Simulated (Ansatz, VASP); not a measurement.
# One calculation of TiAl, two programs

The input POSCAR:

```
TiAl
1.0
    2.9916137621      0.0000000000      0.0000000000
    0.0000000000      2.9916137621      0.0000000000
    0.0000000000      0.0000000000      3.5899365145
Ti Al
1 1
Direct
    0.0000000000      0.0000000000      0.0000000000
    0.5000000000      0.5000000000      0.5000000000
```

Contents of INCAR.step1:

```
SYSTEM = TiAl
PREC = Accurate
ENCUT = 520
ISMEAR = 0
SIGMA = 0.15
LREAL = .False.
LASPH = .True.
NELM = 100
NBANDS = 14
GGA = PE
ALGO = Normal
EDIFF = 1E-4
LWAVE = .True.
LCHARG = .False.
```

Contents of INCAR.step2:

```
SYSTEM = TiAl
PREC = Accurate
ENCUT = 520
EDIFF = 1E-7
ISMEAR = 0
SIGMA = 0.15
LREAL = .False.
LASPH = .True.
NELM = 100
ALGO = Normal
ISIF = 2
LWAVE = .False.
LCHARG = .False.
METAGGA = R2SCAN
LMIXTAU = .True.
NBANDS = 14
ISTART = 1
```

Contents of KPOINTS:

```
Automatic mesh
0
Gamma
  16 16 16
  0 0 0
```

Input for Ansatz:

```yaml
crystal:
  lattice:
    - [2.9916137621, 0.0, 0.0]
    - [0.0, 2.9916137621, 0.0]
    - [0.0, 0.0, 3.5899365145]
  atoms:
    - { symbol: Ti, position: [0.0, 0.0, 0.0] }
    - { symbol: Al, position: [0.5, 0.5, 0.5] }
basis:
  ecutwfc: 500
kpoints:
  mp_grid: { grid: [16, 16, 16] }
hamiltonian:
  xc: r2scan
scf:
  occupations: { method: gaussian, width: 0.15 }
output:
  forces: true
  stress: true
  eigenvalues: true
```

Alike in both runs: task single point; functional r2SCAN; k mesh 16 × 16 × 16; occupations gaussian, width 0.15 eV; no spin polarisation.

|  | VASP | Ansatz |
| --- | --- | --- |
| version | VASP 6.6.1 | Ansatz 0.2.0 |
| potentials or method | VASP PAW PBE potentials, release 64 (Ti_sv, Al), cutoff 520 eV | scalar-relativistic, plane waves, PAW |
| valence electrons in the cell | 15 | 15 |

```tsv
	VASP	Ansatz	Ansatz less VASP
gap on the k mesh at the Fermi level (eV)	none	none	-
pressure (GPa)	-0.3	-0.4	-0.13
traceless stress, the component that is largest in VASP (GPa)	6.27	6.25	-0.019
```

VASP's potentials were made for PBE, not for r2SCAN. A gap of «none» marks a metal or a gap that the smearing closes. The functional is the same, so the differences come from potentials, cutoffs and numerics.
